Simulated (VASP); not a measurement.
Wanted: the native input for a VASP 6.6.1 run.

| Item | Value |
| --- | --- |
| Task | single point |
| Functional | PBE |
| Potentials or basis | VASP PAW PBE potentials, release 64 (Zr_sv, Si, C) |
| Cutoff | 520 eV |
| k mesh | 4 × 4 × 4 |
| Occupations | gaussian, width 0.1 eV |
| Spin | no spin polarisation |
| Dipole correction | no |
| Further INCAR settings | ALGO = Normal; EDIFF = 1e-06; NBANDS = 26 |

The structure of Zr2Si2C lies in POSCAR:

```
Zr2Si2C
1.0
    4.7835656286      0.0000000000      0.0000000000
    0.0000000000      4.7835656286      0.0000000000
    0.0000000000      0.0000000000      4.4184421645
Zr Si C
2 2 1
Direct
    0.0000000000      0.5000000000      0.5000000000
    0.5000000000      0.0000000000      0.5000000000
    0.5000000000      0.5000000000      0.2447215520
    0.5000000000      0.5000000000      0.7552784480
    0.0000000000      0.0000000000      0.0000000000
```

These files were run (other wordings do the same):

INCAR

```
SYSTEM = Zr2Si2C
PREC = Accurate ; ENCUT = 520
EDIFF = 1E-6 ; ISMEAR = 0
SIGMA = 0.1 ; LREAL = .False.
LASPH = .True. ; NELM = 100
ALGO = Normal ; ISIF = 2
LWAVE = .False. ; LCHARG = .False.
GGA = PE ; NBANDS = 26
```

KPOINTS

```
Automatic mesh
0
Gamma
  4 4 4
  0 0 0
```

Potentials or basis: VASP PAW PBE potentials, release 64 (Zr_sv, Si, C).

Run with:

```bash
$ cat potpaw_PBE.64/Zr_sv/POTCAR potpaw_PBE.64/Si/POTCAR potpaw_PBE.64/C/POTCAR > POTCAR
$ mpirun -np 1 vasp_std > vasp.out
```

It gave:

| Property | Result |
| --- | --- |
| Pressure | -0.1 GPa |
| Largest force | 0.041 eV/Å |
| Band gap on the k mesh | zero (band 18 reaches 7.19 eV, above the bottom of band 19 at 6.26 eV) |

Wall time 31 s on 1 thread of Intel(R) Xeon(R) Platinum 8488C (Sapphire Rapids), with other jobs on the host, peak memory 0.21 GiB.
